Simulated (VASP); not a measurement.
# Hf in VASP: notebook

The runs below take Hf through single point, with LDA.

Program: VASP 6.6.1. These are calculated values, not measurements. Logs are shortened: lines on timing, memory, paths and dates and some standing lists are left out, and cuts for length are marked.

## 1. The cell of the first run

The cell holds a slab with vacuum, 6 atoms: a = 3.119 Å, b = 4.942 Å, c = 22.303 Å, α = 90.00°, β = 90.00°, γ = 90.00°.

## 2. Single point, LDA

File INCAR:

```
SYSTEM = Hf
  ALGO = Normal
  DIPOL = 0.5 0.5 0.500
  EDIFF = 1E-7
  ENCUT = 520
  IDIPOL = 3
  ISIF = 2
  ISMEAR = -1
  LASPH = .True.
  LCHARG = .False.
  LDIPOL = .True.
  LREAL = .False.
  LWAVE = .False.
  NBANDS = 39
  NELM = 80
  PREC = Accurate
  SIGMA = 0.05
```

File KPOINTS:

```
k-points
0
Gamma
  12 8 1
  0 0 0
```

File POSCAR:

```
Hf
1.0
    3.1190139511      0.0000000000      0.0000000000
    0.0000000000      4.9418267784      0.0000000000
    0.0000000000      0.0000000000     22.3027000000
Hf
6
Direct
    0.7500000000      0.7500000000      0.3631551490
    0.2500000000      0.2500000000      0.4027212930
    0.2500000000      0.7500000000      0.4773402291
    0.7500000000      0.2500000000      0.5226597711
    0.7500000000      0.7500000000      0.5972787119
    0.2500000000      0.2500000000      0.6368448459
```

Potentials or basis: VASP PAW LDA potentials, release 64 (Hf_pv).

Command:

```sh
$ cat potpaw_LDA.64/Hf_pv/POTCAR > POTCAR
$ mpirun -np 1 vasp_std > vasp.out
```

OUTCAR:

```text
SYSTEM = Hf
   EDIFF = 1E-7
   ENCUT = 520
   ISIF = 2
   ISMEAR = -1
   LASPH = .True.
   LREAL = .False.
   NELM = 80
   PREC = Accurate

 ion  position               nearest neighbor table
   1  0.750  0.750  0.363-   3 2.99   3 2.99   2 3.05   2 3.05   2 3.05   2 3.05
   2  0.250  0.250  0.403-   3 2.98   3 2.98   1 3.05   1 3.05   1 3.05   1 3.05   4 3.10   4 3.10

   3  0.250  0.750  0.477-   2 2.98   2 2.98   1 2.99   1 2.99   4 3.09   4 3.09   4 3.09   4 3.09
                             5 3.10   5 3.10
   4  0.750  0.250  0.523-   5 2.98   5 2.98   6 2.99   6 2.99   3 3.09   3 3.09   3 3.09   3 3.09
                             2 3.10   2 3.10
   5  0.750  0.750  0.597-   4 2.98   4 2.98   6 3.05   6 3.05   6 3.05   6 3.05   3 3.10   3 3.10

   6  0.250  0.250  0.637-   4 2.99   4 2.99   5 3.05   5 3.05   5 3.05   5 3.05

  LATTYP: Found a simple orthorhombic cell.
 ALAT       =     3.1190139511
 B/A-ratio  =     1.5844195813
 C/A-ratio  =     7.1505611548

  Lattice vectors:

 A1 = (   3.1190139511,   0.0000000000,   0.0000000000)
 A2 = (   0.0000000000,   4.9418267784,   0.0000000000)
 A3 = (   0.0000000000,   0.0000000000,  22.3027000000)

Analysis of symmetry for initial positions (statically):
=====================================================================
 Subroutine PRICEL returns:
 Original cell was already a primitive cell.

 Routine SETGRP: Setting up the symmetry group for a
 simple orthorhombic supercell.

 Subroutine GETGRP returns: Found  8 space group operations
 (whereof  2 operations were pure point group operations)
 out of a pool of  8 trial point group operations.

The static configuration has the point symmetry S_2 .
 The point group associated with its full space group is D_2h.

Analysis of symmetry for dynamics (positions and initial velocities):
=====================================================================
 Subroutine PRICEL returns:
 Original cell was already a primitive cell.

 Routine SETGRP: Setting up the symmetry group for a
 simple orthorhombic supercell.

 Subroutine GETGRP returns: Found  8 space group operations
 (whereof  2 operations were pure point group operations)
 out of a pool of  8 trial point group operations.

The dynamic configuration has the point symmetry S_2 .
 The point group associated with its full space group is D_2h.

 Subroutine INISYM returns: Found  8 space group operations
 (whereof  2 operations are pure point group operations),
 and found     1 'primitive' translations

----------------------------------------------------------------------------------------

                                     Primitive cell

  volume of cell :     343.7655

  direct lattice vectors                    reciprocal lattice vectors
     3.119013951  0.000000000  0.000000000     0.320614148  0.000000000  0.000000000
     0.000000000  4.941826778  0.000000000     0.000000000  0.202354321  0.000000000
     0.000000000  0.000000000 22.302700000     0.000000000  0.000000000  0.044837621

  length of vectors
     3.119013951  4.941826778 22.302700000     0.320614148  0.202354321  0.044837621

  position of ions in fractional coordinates (direct lattice)
     0.750000000  0.750000000  0.363155149
     0.250000000  0.250000000  0.402721293
     0.250000000  0.750000000  0.477340229
     0.750000000  0.250000000  0.522659771
     0.750000000  0.750000000  0.597278712
     0.250000000  0.250000000  0.636844846

  ion indices of the primitive-cell ions
   primitive index   ion index
                 1           1
                 2           2
                 3           3
                 4           4
                 5           5
                 6           6

----------------------------------------------------------------------------------------

 KPOINTS: k-points

Automatic generation of k-mesh.
 Grid dimensions read from file:
 generate k-points for:   12    8    1

 Generating k-lattice:

  Cartesian coordinates                     Fractional coordinates (reciprocal lattice)
     0.026717846  0.000000000  0.000000000     0.083333333  0.000000000  0.000000000
     0.000000000  0.025294290  0.000000000     0.000000000  0.125000000  0.000000000
     0.000000000  0.000000000  0.044837621     0.000000000  0.000000000  1.000000000

  Length of vectors
     0.026717846  0.025294290  0.044837621

  Shift w.r.t. Gamma in fractional coordinates (k-lattice)
     0.000000000  0.000000000  0.000000000

 Subroutine IBZKPT returns following result:
 ===========================================

 Found     35 irreducible k-points:

 Following reciprocal coordinates:
            Coordinates               Weight
  0.000000  0.000000  0.000000      1.000000
  0.083333  0.000000  0.000000      2.000000
  0.166667  0.000000  0.000000      2.000000
  0.250000  0.000000  0.000000      2.000000
  0.333333  0.000000  0.000000      2.000000
  0.416667  0.000000  0.000000      2.000000
[... 16 lines left out ...]
  0.083333  0.375000  0.000000      4.000000
  0.166667  0.375000  0.000000      4.000000
 [... further k-points ...]
   k-points           NKPTS =     35   k-points in BZ     NKDIM =     35   number of bands    NBANDS=     39
   number of dos      NEDOS =    301   number of ions     NIONS =      6
   total plane-waves  NPLWV = 161280
   dimension x,y,z NGX =    24 NGY =   40 NGZ =  168
   dimension x,y,z NGXF=    48 NGYF=   80 NGZF=  336
   ions per type =               6
   NGX,Y,Z   is equivalent  to a cutoff of  12.79, 13.46, 12.52 a.u.
   NGXF,Y,Z  is equivalent  to a cutoff of  25.58, 26.91, 25.05 a.u.
 SYSTEM =  Hf
   PREC   = accura    normal or accurate (medium, high low for compatibility)
   ISTART =      0    job   : 0-new  1-cont  2-samecut
   ICHARG =      2    charge: 1-file 2-atom 10-const
   ISPIN  =      1    spin polarized calculation?
   LNONCOLLINEAR =      F non collinear calculations
   LSORBIT =      F    spin-orbit coupling
   LASPH  =      T    aspherical Exc in radial PAW
   ENCUT  =  520.0 eV  38.22 Ry    6.18 a.u.   5.80  9.19 41.47*2*pi/ulx,y,z
   NELM   =     80;   NELMIN=  2; NELMDL= -5     # of ELM steps
   EDIFF  = 0.1E-06   stopping-criterion for ELM
   LREAL  =      F    real-space projection
   EDIFFG = 0.1E-05   stopping-criterion for IOM
   NSW    =      0    number of steps for IOM
   IBRION =     -1    ionic relax: 0-MD 1-quasi-New 2-CG
   NFREE  =      0    steps in history (QN), initial steepest desc. (CG)
   ISIF   =      2    stress and relaxation
   ISYM   =      2    0-nonsym 1-usesym 2-fastsym
   POTIM  = 0.5000    time-step for ionic-motion
   TEBEG  =    0.0;   TEEND  =   0.0 temperature during run
   PSTRESS=    0.0 pullay stress
   NELECT =      60.0000    total number of electrons
   NUPDOWN=      -1.0000    fix difference up-down
   EMIN   =  10.00;   EMAX   =-10.00  energy-range for DOS
   EFERMI =   0.00;   METHOD = LEGACY
   ISMEAR =    -1;   SIGMA  =   0.05  broadening in eV -4-tet -1-fermi 0-gaus
   EFERMI_NEDOS =   21; number of points for ismear=-14 and -15
   IALGO  =     38    algorithm
   IMIX   =      4    mixing-type and parameters
     AMIX     =   0.40;   BMIX     =  1.00
     AMIX_MAG =   1.60;   BMIX_MAG =  1.00
  volume/ion in A,a.u.               =      57.29       386.64
  Fermi-wavevector in a.u.,A,eV,Ry     =   0.914895  1.728900 11.388518  0.837032
  Thomas-Fermi vector in A             =   2.039574
   LORBIT       =      0    0 simple, 1 ext, 2 COOP (PROOUT), +10 PAW based schemes
   GGA     = CA    functional components
   LHFCALC =     F    Hartree Fock is set to
   AEXX    =    0.0000 exact exchange contribution
   IVDW    =     0    specifies the selected vdW correction
   LEPSILON=     F    determine dielectric tensor
   LRPA    =     F    only Hartree local field effects (RPA)
 non-spin polarized calculation
  energy-cutoff  :      520.00
  volume of cell :      343.77
 maximum number of plane-waves:      9294
 NGX is ok and might be reduce to    24
   NGX = 11   NGY = 19   NGZ = 83

 dipolmoment           0.000000      0.000000      0.000000 electrons x Angstroem

 number of electron      60.0000002 magnetization

 dipolmoment           0.000000      0.000000     -0.000000 electrons x Angstroem

 Free energy of the ion-electron system (eV)
  ---------------------------------------------------
  ext. energy  EPLUGINS =         0.00000000
  ---------------------------------------------------
  free energy    TOTEN  =       -60.24793014 eV

  energy without entropy =      -60.19421158  energy(sigma->0) =      -60.22107086

 E-fermi :  -0.5906     XC(G=0):  -5.2556

 val. band max:       -0.6035830549   @ k =   0.4167   0.3750   0.0000
 cond. band min:      -0.5901933628   @ k =   0.2500   0.2500   0.0000
 fundamental gap:      0.0133896922
 Fermi energy:        -0.5905572438

 k-point     1 :       0.0000    0.0000    0.0000
  band No.  band energies     occupation
      1     -31.5476      2.00000
      2     -31.4902      2.00000
      3     -31.4863      2.00000
      4     -31.4689      2.00000
      5     -31.1245      2.00000
      6     -31.0034      2.00000
[... 31 lines left out ...]
     38       1.0689      0.00000
     39       1.0802      0.00000

 k-point     2 :       0.0833    0.0000    0.0000
  band No.  band energies     occupation
      1     -31.5313      2.00000
      2     -31.4844      2.00000
      3     -31.4719      2.00000
      4     -31.4618      2.00000
      5     -31.1158      2.00000
      6     -31.0008      2.00000
[... 31 lines left out ...]
     38       1.1009      0.00000
     39       1.1292      0.00000

 k-point     3 :       0.1667    0.0000    0.0000
  band No.  band energies     occupation
      1     -31.4840      2.00000
      2     -31.4706      2.00000
      3     -31.4432      2.00000
      4     -31.4306      2.00000
      5     -31.0985      2.00000
      6     -31.0926      2.00000
[... 31 lines left out ...]
     38       1.2524      0.00000
     39       1.4121      0.00000

 k-point     4 :       0.2500    0.0000    0.0000
  band No.  band energies     occupation
      1     -31.4576      2.00000
      2     -31.4215      2.00000
      3     -31.4112      2.00000
      4     -31.3679      2.00000
      5     -31.2280      2.00000
      6     -31.1864      2.00000
[... 31 lines left out ...]
     38       1.1018      0.00000
     39       1.5269      0.00000
[... 754 lines left out ...]
     38       0.9733      0.00000
     39       1.0525      0.00000

 k-point    23 :       0.0833    0.3750    0.0000
  band No.  band energies     occupation
      1     -31.5433      2.00000
      2     -31.5355      2.00000
      3     -31.3143      2.00000
      4     -31.3105      2.00000
      5     -31.1744      2.00000
      6     -31.0852      2.00000
[... 31 lines left out ...]
     38       0.9549      0.00000
     39       0.9586      0.00000

 k-point    24 :       0.1667    0.3750    0.0000
  band No.  band energies     occupation
      1     -31.5177      2.00000
      2     -31.5119      2.00000
      3     -31.3160      2.00000
      4     -31.3130      2.00000
      5     -31.1664      2.00000
      6     -31.1596      2.00000
[... 31 lines left out ...]
     38       0.6536      0.00000
     39       1.1529      0.00000

 [... further k-points ...]

------------------------ aborting loop because EDIFF is reached ----------------------------------------

 vacuum level on the upper side and lower side of the slab       (xc-potential included)        -0.098        -0.098

  FORCE on cell =-STRESS in cart. coord.  units (eV):
  Direction    XX          YY          ZZ          XY          YZ          ZX
  --------------------------------------------------------------------------------------
  -------------------------------------------------------------------------------------
  Total       -5.4445225     -1.8404738     -0.0472262     -0.0000000      0.0000000      0.0000000
  in kB      -25.3751197     -8.5778399     -0.2201059     -0.0000000      0.0000000      0.0000000
  external PRESSURE =     -11.3910219 kB  Pullay stress =       0.0000000 kB

 VOLUME and BASIS-vectors are now :
 -----------------------------------------------------------------------------
  energy-cutoff  :      520.00
  volume of cell :      343.77
      direct lattice vectors                 reciprocal lattice vectors
     3.119013951  0.000000000  0.000000000     0.320614148  0.000000000  0.000000000
     0.000000000  4.941826778  0.000000000     0.000000000  0.202354321  0.000000000
     0.000000000  0.000000000 22.302700000     0.000000000  0.000000000  0.044837621

 POSITION                                       TOTAL-FORCE (eV/Angst)
 -----------------------------------------------------------------------------------
      2.33926      3.70637      8.09934         0.000000     -0.000000      0.015452
      0.77975      1.23546      8.98177         0.000000     -0.000000     -0.010019
      0.77975      3.70637     10.64598        -0.000000     -0.000000     -0.020251
      2.33926      1.23546     11.65672         0.000000     -0.000000      0.020251
      2.33926      3.70637     13.32093         0.000000     -0.000000      0.010019
      0.77975      1.23546     14.20336         0.000000      0.000000     -0.015452
 -----------------------------------------------------------------------------------
    total drift:                                0.000000     -0.000000     -0.000010

  FREE ENERGIE OF THE ION-ELECTRON SYSTEM (eV)
  ---------------------------------------------------
  free  energy   TOTEN  =       -60.2479301441 eV

  energy  without entropy=      -60.1942115849  energy(sigma->0) =      -60.22107086

 vacuum level on the upper side and lower side of the slab         3.453         3.453
```

It took 8.9 min on 1 thread of Intel Xeon 6975P-C (Granite Rapids), shared host; peak memory 0.51 GiB.

What came out:

```
Free energy            : -60.2479 eV
Largest force          : 0.020 eV/Å
Band gap on the k mesh : zero (bands 30 and 31 overlap by 0.49 eV)
```

Forces in eV/Å, atoms in the order of the input:
```
Hf   0.000  0.000  0.015
Hf   0.000  0.000 -0.010
Hf   0.000  0.000 -0.020
Hf   0.000  0.000  0.020
Hf   0.000  0.000  0.010
Hf   0.000  0.000 -0.015
```

Levels at points of the mesh, in eV from the Fermi level:
```
           k point  band 27  band 28  band 29  band 30  band 31  band 32  band 33  band 34
(0.00, 0.00, 0.00)    -0.45    -0.35    -0.05     0.11     0.82     0.86     0.87     1.45
(0.50, 0.00, 0.00)    -1.23    -1.23    -1.02    -1.02     0.44     0.44     0.71     0.71
(0.00, 0.50, 0.00)    -0.89    -0.89    -0.05    -0.05     0.34     0.34     0.62     0.62
(0.50, 0.50, 0.00)    -0.95    -0.95    -0.52    -0.52     0.55     0.55     0.82     0.82
```

Caveat: spin-orbit coupling is left out, which moves the levels of the heavy elements.

## 3. Single point, LDA

File INCAR:

```
  PREC = Accurate
  ENCUT = 520
  EDIFF = 1E-6
  ISMEAR = -1
  SIGMA = 0.05
  LREAL = F
  LASPH = T
  NELM = 100
  ALGO = Normal
  ISIF = 2
  LWAVE = F
  LCHARG = F
  LDIPOL = T
  IDIPOL = 3
  DIPOL = 0.5 0.5 0.500
  NBANDS = 39
```

File KPOINTS:

```
Automatic mesh
0
Gamma
  12 8 1
```

POSCAR is that of step 2.

Potentials or basis: VASP PAW LDA potentials, release 64 (Hf_pv).

Command:

```sh
$ cat potpaw_LDA.64/Hf_pv/POTCAR > POTCAR
$ mpirun -np 1 vasp_std > vasp.out
```

Wall time 6.9 min (1 thread of Intel Xeon 6975P-C (Granite Rapids), shared host); peak memory 0.52 GiB.

Results (log left out):

```yaml
Free_energy: -60.2479 eV
Largest_force: 0.020 eV/Å
Band_gap_on_the_k_mesh: zero (bands 30 and 31 overlap by 0.49 eV)
```

Forces on the atoms (eV/Å):
```
Hf   0.000  0.000  0.015
Hf   0.000  0.000 -0.010
Hf   0.000  0.000 -0.020
Hf   0.000  0.000  0.020
Hf   0.000  0.000  0.010
Hf   0.000  0.000 -0.015
```

Levels at points of the mesh, in eV from the Fermi level:
```
           k point  band 28  band 29  band 30  band 31  band 32  band 33
(0.00, 0.00, 0.00)    -0.35    -0.05     0.11     0.82     0.86     0.87
(0.50, 0.00, 0.00)    -1.23    -1.02    -1.02     0.44     0.44     0.71
(0.00, 0.50, 0.00)    -0.89    -0.05    -0.05     0.34     0.34     0.62
(0.50, 0.50, 0.00)    -0.95    -0.52    -0.52     0.55     0.55     0.82
```

Caveat: spin-orbit coupling is left out, which moves the levels of the heavy elements.
